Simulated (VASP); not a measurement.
# Os (P6_3/mmc) in VASP: settings compared

Os is run at these levels: revPBE+D3(BJ), PBE+D4; tasks: single point, relaxation of cell and atoms.

All numbers are computed with VASP 6.6.1; they aren't measurements. Logs are shortened: lines on timing, memory, paths and dates and some standing lists are left out, and cuts for length are marked.

### 1 The cell of the first run

Symmetry: P6_3/mmc, No. 194, hexagonal system. The conventional cell has a = 2.728 Å, b = 2.728 Å, c = 4.314 Å, α = 90.00°, β = 90.00°, γ = 120.00°. Within 3.5 Å of Os (site symmetry -6m2) lie 12 Os at 2.67 to 2.73 Å.

### 2 Single point, revPBE+D3(BJ)

INCAR reads:

```
SYSTEM = Os
  PREC = Accurate
  ENCUT = 520
  EDIFF = 1E-6
  ISMEAR = -1
  SIGMA = 0.05
  LREAL = .False.
  LASPH = .True.
  NELM = 60
  ALGO = Normal
  ISIF = 2
  LWAVE = .False.
  LCHARG = .False.
  GGA = RE
  IVDW = 12
  NBANDS = 15
```

KPOINTS reads:

```
Automatic mesh
0
Gamma
  11 11 6
  0 0 0
```

POSCAR reads:

```
Os
1.0
    2.7276552967      0.0000000000      0.0000000000
   -1.3638276484      2.3622187798      0.0000000000
    0.0000000000      0.0000000000      4.3144515385
Os
2
Direct
    0.6666666667      0.3333333333      0.7500000000
    0.3333333333      0.6666666667      0.2500000000
```

Potentials or basis: VASP PAW PBE potentials, release 64 (Os).

Started as:

```console
$ cat potpaw_PBE.64/Os/POTCAR > POTCAR
$ mpirun -np 1 vasp_std > vasp.out
```

OUTCAR:

```text
SYSTEM = Os
   PREC = Accurate
   ENCUT = 520
   EDIFF = 1E-6
   ISMEAR = -1
   LREAL = .False.
   LASPH = .True.
   NELM = 60
   ISIF = 2
   GGA = RE
   IVDW = 12
 IVDW          = 12

 ion  position               nearest neighbor table
   1  0.667  0.333  0.750-   2 2.67   2 2.67   2 2.67   2 2.67   2 2.67   2 2.67
   2  0.333  0.667  0.250-   1 2.67   1 2.67   1 2.67   1 2.67   1 2.67   1 2.67

  LATTYP: Found a hexagonal cell.
 ALAT       =     2.7276552967
 C/A-ratio  =     1.5817436843

  Lattice vectors:

 A1 = (   2.7276552967,   0.0000000000,   0.0000000000)
 A2 = (  -1.3638276484,   2.3622187798,   0.0000000000)
 A3 = (   0.0000000000,   0.0000000000,   4.3144515385)

Analysis of symmetry for initial positions (statically):
=====================================================================
 Subroutine PRICEL returns:
 Original cell was already a primitive cell.

 Routine SETGRP: Setting up the symmetry group for a
 hexagonal supercell.

 Subroutine GETGRP returns: Found 24 space group operations
 (whereof 12 operations were pure point group operations)
 out of a pool of 24 trial point group operations.

The static configuration has the point symmetry D_3d.
 The point group associated with its full space group is D_6h.

Analysis of symmetry for dynamics (positions and initial velocities):
=====================================================================
 Subroutine PRICEL returns:
 Original cell was already a primitive cell.

 Routine SETGRP: Setting up the symmetry group for a
 hexagonal supercell.

 Subroutine GETGRP returns: Found 24 space group operations
 (whereof 12 operations were pure point group operations)
 out of a pool of 24 trial point group operations.

The dynamic configuration has the point symmetry D_3d.
 The point group associated with its full space group is D_6h.

 Subroutine INISYM returns: Found 24 space group operations
 (whereof 12 operations are pure point group operations),
 and found     1 'primitive' translations

----------------------------------------------------------------------------------------

                                     Primitive cell

  volume of cell :      27.7994

  direct lattice vectors                    reciprocal lattice vectors
     2.727655297  0.000000000  0.000000000     0.366615240  0.211665407  0.000000000
    -1.363827648  2.362218780  0.000000000     0.000000000  0.423330814  0.000000000
     0.000000000  0.000000000  4.314451539     0.000000000  0.000000000  0.231779171

  length of vectors
     2.727655297  2.727655297  4.314451539     0.423330814  0.423330814  0.231779171

  position of ions in fractional coordinates (direct lattice)
     0.666666667  0.333333333  0.750000000
     0.333333333  0.666666667  0.250000000

  ion indices of the primitive-cell ions
   primitive index   ion index
                 1           1
                 2           2

----------------------------------------------------------------------------------------

 KPOINTS: Automatic mesh

Automatic generation of k-mesh.
 Grid dimensions read from file:
 generate k-points for:   11   11    6

 Generating k-lattice:

  Cartesian coordinates                     Fractional coordinates (reciprocal lattice)
     0.033328658  0.019242310  0.000000000     0.090909091  0.000000000  0.000000000
     0.000000000  0.038484619  0.000000000     0.000000000  0.090909091  0.000000000
     0.000000000  0.000000000  0.038629862     0.000000000  0.000000000  0.166666667

  Length of vectors
     0.038484619  0.038484619  0.038629862

  Shift w.r.t. Gamma in fractional coordinates (k-lattice)
     0.000000000  0.000000000  0.000000000

 Subroutine IBZKPT returns following result:
 ===========================================

 Found     64 irreducible k-points:

 Following reciprocal coordinates:
            Coordinates               Weight
  0.000000  0.000000  0.000000      1.000000
  0.090909  0.000000  0.000000      6.000000
  0.181818 -0.000000  0.000000      6.000000
  0.272727  0.000000  0.000000      6.000000
  0.363636  0.000000  0.000000      6.000000
  0.454545  0.000000  0.000000      6.000000
[... 16 lines left out ...]
  0.090909  0.090909  0.166667     12.000000
  0.181818  0.090909  0.166667     24.000000
 [... further k-points ...]
   k-points           NKPTS =     64   k-points in BZ     NKDIM =     64   number of bands    NBANDS=     15
   number of dos      NEDOS =    301   number of ions     NIONS =      2
   total plane-waves  NPLWV =  12800
   dimension x,y,z NGX =    20 NGY =   20 NGZ =   32
   dimension x,y,z NGXF=    40 NGYF=   40 NGZF=   64
   ions per type =               2
   NGX,Y,Z   is equivalent  to a cutoff of  12.19, 12.19, 12.33 a.u.
   NGXF,Y,Z  is equivalent  to a cutoff of  24.38, 24.38, 24.66 a.u.
 SYSTEM =  Os
   PREC   = accura    normal or accurate (medium, high low for compatibility)
   ISTART =      0    job   : 0-new  1-cont  2-samecut
   ICHARG =      2    charge: 1-file 2-atom 10-const
   ISPIN  =      1    spin polarized calculation?
   LNONCOLLINEAR =      F non collinear calculations
   LSORBIT =      F    spin-orbit coupling
   LASPH  =      T    aspherical Exc in radial PAW
   ENCUT  =  520.0 eV  38.22 Ry    6.18 a.u.   5.07  5.07  8.02*2*pi/ulx,y,z
   NELM   =     60;   NELMIN=  2; NELMDL= -5     # of ELM steps
   EDIFF  = 0.1E-05   stopping-criterion for ELM
   LREAL  =      F    real-space projection
   EDIFFG = 0.1E-04   stopping-criterion for IOM
   NSW    =      0    number of steps for IOM
   IBRION =     -1    ionic relax: 0-MD 1-quasi-New 2-CG
   NFREE  =      0    steps in history (QN), initial steepest desc. (CG)
   ISIF   =      2    stress and relaxation
   ISYM   =      2    0-nonsym 1-usesym 2-fastsym
   POTIM  = 0.5000    time-step for ionic-motion
   TEBEG  =    0.0;   TEEND  =   0.0 temperature during run
   PSTRESS=    0.0 pullay stress
   NELECT =      16.0000    total number of electrons
   NUPDOWN=      -1.0000    fix difference up-down
   EMIN   =  10.00;   EMAX   =-10.00  energy-range for DOS
   EFERMI =   0.00;   METHOD = LEGACY
   ISMEAR =    -1;   SIGMA  =   0.05  broadening in eV -4-tet -1-fermi 0-gaus
   EFERMI_NEDOS =   21; number of points for ismear=-14 and -15
   IALGO  =     38    algorithm
   IMIX   =      4    mixing-type and parameters
     AMIX     =   0.40;   BMIX     =  1.00
     AMIX_MAG =   1.60;   BMIX_MAG =  1.00
  volume/ion in A,a.u.               =      13.90        93.80
  Fermi-wavevector in a.u.,A,eV,Ry     =   1.361768  2.573368 25.230804  1.854412
  Thomas-Fermi vector in A             =   2.488315
   LORBIT       =      0    0 simple, 1 ext, 2 COOP (PROOUT), +10 PAW based schemes
   GGA     = RE    functional components
   LHFCALC =     F    Hartree Fock is set to
   AEXX    =    0.0000 exact exchange contribution
   IVDW    =    12    specifies the selected vdW correction
   LEPSILON=     F    determine dielectric tensor
   LRPA    =     F    only Hartree local field effects (RPA)
 non-spin polarized calculation
  energy-cutoff  :      520.00
  volume of cell :       27.80
 maximum number of plane-waves:       768
   NGX = 11   NGY = 11   NGZ = 17

 number of electron      15.9999998 magnetization

 Free energy of the ion-electron system (eV)
  ---------------------------------------------------
  ext. energy  EPLUGINS =         0.00000000
  ---------------------------------------------------
  free energy    TOTEN  =       -21.41279306 eV

  energy without entropy =      -21.39969038  energy(sigma->0) =      -21.40624172

 E-fermi :   9.5726     XC(G=0): -14.0748

 val. band max:        9.5532404579   @ k =   0.3636   0.0000   0.3333
 cond. band min:       9.6232206199   @ k =   0.0000   0.0000   0.0000
 fundamental gap:      0.0699801620
 Fermi energy:         9.5726034728

 k-point     1 :       0.0000    0.0000    0.0000
  band No.  band energies     occupation
      1      -1.3760      2.00000
      2       1.7683      2.00000
      3       6.5396      2.00000
      4       6.5396      2.00000
      5       6.7790      2.00000
      6       7.3869      2.00000
      7       7.3869      2.00000
      8       8.0518      2.00000
      9       8.0518      2.00000
     10       9.6232      0.53304
     11      11.3203      0.00000
     12      11.3203      0.00000
     13      18.7662      0.00000
     14      23.6325      0.00000
     15      26.3329      0.00000

 k-point     2 :       0.0909    0.0000    0.0000
  band No.  band energies     occupation
      1      -1.0413      2.00000
      2       2.0627      2.00000
      3       5.9783      2.00000
      4       6.8364      2.00000
      5       7.1494      2.00000
      6       7.3034      2.00000
      7       7.5665      2.00000
      8       7.6640      2.00000
      9       7.8194      2.00000
     10       8.5633      2.00000
     11      11.4797      0.00000
     12      12.9536      0.00000
     13      18.7352      0.00000
     14      24.3160      0.00000
     15      26.7595      0.00000

 k-point     3 :       0.1818   -0.0000    0.0000
  band No.  band energies     occupation
      1      -0.1170      2.00000
      2       2.7508      2.00000
      3       5.3283      2.00000
      4       6.0761      2.00000
      5       6.7285      2.00000
      6       7.2958      2.00000
      7       7.6953      2.00000
      8       7.9649      2.00000
      9       8.0473      2.00000
     10       8.4590      2.00000
     11      11.8031      0.00000
     12      15.3545      0.00000
     13      18.5501      0.00000
     14      25.4282      0.00000
     15      26.9906      0.00000
[... 343 lines left out ...]
 k-point    23 :       0.0909    0.0909    0.1667
  band No.  band energies     occupation
      1      -0.0978      2.00000
      2       2.6652      2.00000
      3       5.4738      2.00000
      4       5.8594      2.00000
      5       6.6407      2.00000
      6       7.0077      2.00000
      7       7.4688      2.00000
      8       7.8291      2.00000
      9       8.5462      2.00000
     10       8.6099      2.00000
     11      11.6008      0.00000
     12      13.6628      0.00000
     13      20.2394      0.00000
     14      24.8978      0.00000
     15      27.0218      0.00000

 k-point    24 :       0.1818    0.0909    0.1667
  band No.  band energies     occupation
      1       0.9429      2.00000
      2       3.3863      2.00000
      3       4.7991      2.00000
      4       5.0252      2.00000
      5       6.2849      2.00000
      6       6.9128      2.00000
      7       7.4937      2.00000
      8       8.4504      2.00000
      9       9.0711      1.99991
     10       9.4509      1.83875
     11      11.7607      0.00000
     12      15.2034      0.00000
     13      20.2213      0.00000
     14      24.8181      0.00000
     15      25.8952      0.00000

 [... further k-points ...]

------------------------ aborting loop because EDIFF is reached ----------------------------------------

 Edisp (eV)   -2.42059

 E8    (eV) :    -1.7832

  FORCE on cell =-STRESS in cart. coord.  units (eV):
  Direction    XX          YY          ZZ          XY          YZ          ZX
  --------------------------------------------------------------------------------------
  -------------------------------------------------------------------------------------
  Total      -0.00179    -0.00179    -0.02853     0.00000     0.00000     0.00000
  in kB      -0.10317    -0.10317    -1.64436     0.00000     0.00000     0.00000
  external pressure =       -0.62 kB  Pullay stress =        0.00 kB

 VOLUME and BASIS-vectors are now :
 -----------------------------------------------------------------------------
  energy-cutoff  :      520.00
  volume of cell :       27.80
      direct lattice vectors                 reciprocal lattice vectors
     2.727655297  0.000000000  0.000000000     0.366615240  0.211665407  0.000000000
    -1.363827648  2.362218780  0.000000000     0.000000000  0.423330814  0.000000000
     0.000000000  0.000000000  4.314451539     0.000000000  0.000000000  0.231779171

 POSITION                                       TOTAL-FORCE (eV/Angst)
 -----------------------------------------------------------------------------------
      1.36383      0.78741      3.23584        -0.000000     -0.000000      0.000000
     -0.00000      1.57481      1.07861         0.000000      0.000000      0.000000
 -----------------------------------------------------------------------------------
    total drift:                                0.000000     -0.000000     -0.000000

  FREE ENERGIE OF THE ION-ELECTRON SYSTEM (eV)
  ---------------------------------------------------
  free  energy   TOTEN  =       -23.8333879901 eV

  energy  without entropy=      -23.8202853095  energy(sigma->0) =      -23.82683665
```

It took 19 s on 1 thread of Intel Xeon 6975P-C (Granite Rapids), shared host; peak memory 0.16 GiB.

Results:

```
Free energy                : -23.8334 eV
Pressure                   : -0.1 GPa
Band gap on the k mesh     : zero (band 8 reaches 11.74 eV, above the bottom of band 9 at 7.82 eV)
Dispersion energy per atom : -1.210 eV
```

Levels at points of the mesh, in eV from the Fermi level:
```
           k point  band 5  band 6  band 7  band 8  band 9  band 10  band 11  band 12
(0.00, 0.00, 0.00)   -2.79   -2.19   -2.19   -1.52   -1.52     0.05     1.75     1.75
(0.00, 0.00, 0.50)   -3.23   -3.23   -3.23   -3.23    0.95     0.95     0.95     0.95
```

Caveat: the PAW data sets were made with another functional, which shifts forces and pressure a little; spin-orbit coupling is left out, which moves the levels of the heavy elements; pairwise dispersion overbinds metals, which lowers pressure and volume.

### 3 Single point, PBE+D4

This run uses another cell than the first one, of 14.03 Å³/atom, 1.009 times its volume.

INCAR reads:

```
SYSTEM = Os
ALGO = Normal ; EDIFF = 1E-6
ENCUT = 520 ; GGA = PE
ISIF = 2 ; ISMEAR = -1
IVDW = 13 ; LASPH = .True.
LCHARG = .True. ; LELF = .True.
LREAL = .False. ; LVHAR = .True.
LWAVE = .False. ; NBANDS = 15
NELM = 60 ; PREC = Accurate
SIGMA = 0.05
```

KPOINTS reads:

```
k-points
0
Gamma
  11 11 6
  0 0 0
```

POSCAR reads:

```
Os
1.0
    2.7366495900      0.0000000000      0.0000000000
   -1.3683247950      2.3700080662      0.0000000000
    0.0000000000      0.0000000000      4.3259092420
Os
2
Direct
    0.6666666667      0.3333333333      0.7500000000
    0.3333333333      0.6666666667      0.2500000000
```

Potentials or basis: VASP PAW PBE potentials, release 64 (Os).

Started as:

```console
$ cat potpaw_PBE.64/Os/POTCAR > POTCAR
$ mpirun -np 1 vasp_std > vasp.out
```

It took 18 s on 1 thread of Intel Xeon 6975P-C (Granite Rapids), shared host; peak memory 0.15 GiB.

Results (log left out):

| Quantity | Value |
| --- | --- |
| Free energy | -23.8761 eV |
| Pressure | 0.0 GPa |
| Band gap on the k mesh | zero (band 8 reaches 11.51 eV, above the bottom of band 9 at 7.64 eV) |
| Dispersion energy per atom | -0.699 eV |

Stress tensor (GPa, compression positive):
```
 0.04  0.00  0.00
 0.00  0.04  0.00
 0.00  0.00 -0.11
```

Levels at points of the mesh, in eV from the Fermi level:
```
           k point  band 4  band 5  band 6  band 7  band 8  band 9  band 10  band 11  band 12  band 13
(0.00, 0.00, 0.00)   -2.99   -2.75   -2.16   -2.16   -1.51   -1.51     0.06     1.73     1.73     9.08
(0.00, 0.00, 0.50)   -3.52   -3.19   -3.19   -3.19   -3.19    0.93     0.93     0.93     0.93    13.79
```

Caveat: spin-orbit coupling is left out, which moves the levels of the heavy elements; pairwise dispersion overbinds metals, which lowers pressure and volume.

### 4 Relaxation of cell and atoms, revPBE+D3(BJ)

This run uses another cell than the first one, of 13.98 Å³/atom, 1.006 times its volume.

INCAR reads:

```
PREC = Accurate
ENCUT = 600
EDIFF = 1E-7
ISMEAR = -1
SIGMA = 0.05
LREAL = False
LASPH = True
NELM = 80
ALGO = Normal
ISIF = 3
LWAVE = False
LCHARG = False
GGA = RE
IVDW = 12
IBRION = 2
NSW = 80
EDIFFG = -0.005
```

KPOINTS reads:

```
regular mesh
0
Gamma
  11 11 6
```

POSCAR reads:

```
Os
1.0
    2.7341000000      0.0000000000      0.0000000000
   -1.3670500000      2.3678000565      0.0000000000
    0.0000000000      0.0000000000      4.3197000000
Os
2
Direct
    0.6666666667      0.3333333333      0.7500000000
    0.3333333333      0.6666666667      0.2500000000
```

Started as:

```console
$ cat potpaw_PBE.64/Os/POTCAR > POTCAR
$ mpirun -np 1 vasp_std > vasp.out
```

It took 64 s on 1 thread of Intel Xeon 6975P-C (Granite Rapids), shared host; peak memory 0.18 GiB.

Results (log left out):

| Item | Value |
| --- | --- |
| Free energy | -23.8353 eV |
| Relaxed volume | 13.90 Å³/atom |
| Relaxed cell | a = 2.728 Å, b = 2.728 Å, c = 4.314 Å, α = 90.00°, β = 90.00°, γ = 120.00° |
| Space group after relaxing (to 0.05 Å) | P6_3/mmc (No. 194) |
| Energy gained by relaxing | 0.6 meV/atom |
| Ionic steps | 5 |
| Pressure after relaxing | 0.0 GPa |
| Band gap on the k mesh | zero (band 8 reaches 11.73 eV, above the bottom of band 9 at 7.81 eV) |
| Dispersion energy per atom | -1.210 eV |

Step by step:
| step | energy change (eV) | largest force (eV/Å) | pressure (GPa) | volume (Å³) |
| --- | --- | --- | --- | --- |
| 1 | 0.0000 | 0.0000 | -2.43 | 27.96 |
| 2 | 0.0233 | 0.0000 | 11.70 | 27.11 |
| 3 | -0.0012 | 0.0000 | 0.01 | 27.81 |
| 4 | -0.0012 | 0.0000 | -0.02 | 27.81 |
| 5 | -0.0013 | 0.0000 | 0.00 | 27.81 |

Final structure:
```
Os
1.0
     2.72811    0.00000    0.00000
    -1.36406    2.36262    0.00000
     0.00000    0.00000    4.31409
Os
2
Direct
  0.66667 0.33333 0.75000
  0.33333 0.66667 0.25000
```

Levels at points of the mesh, in eV from the Fermi level:
```
           k point  band 4  band 5  band 6  band 7  band 8  band 9  band 10  band 11  band 12
(0.00, 0.00, 0.00)   -3.03   -2.79   -2.18   -2.18   -1.52   -1.52     0.05     1.75     1.75
(0.00, 0.00, 0.50)   -3.56   -3.23   -3.23   -3.23   -3.23    0.95     0.95     0.95     0.95
```

Caveat: the PAW data sets were made with another functional, which shifts forces and pressure a little; spin-orbit coupling is left out, which moves the levels of the heavy elements; pairwise dispersion overbinds metals, which lowers pressure and volume.

(Continued in part 2 of 2.)
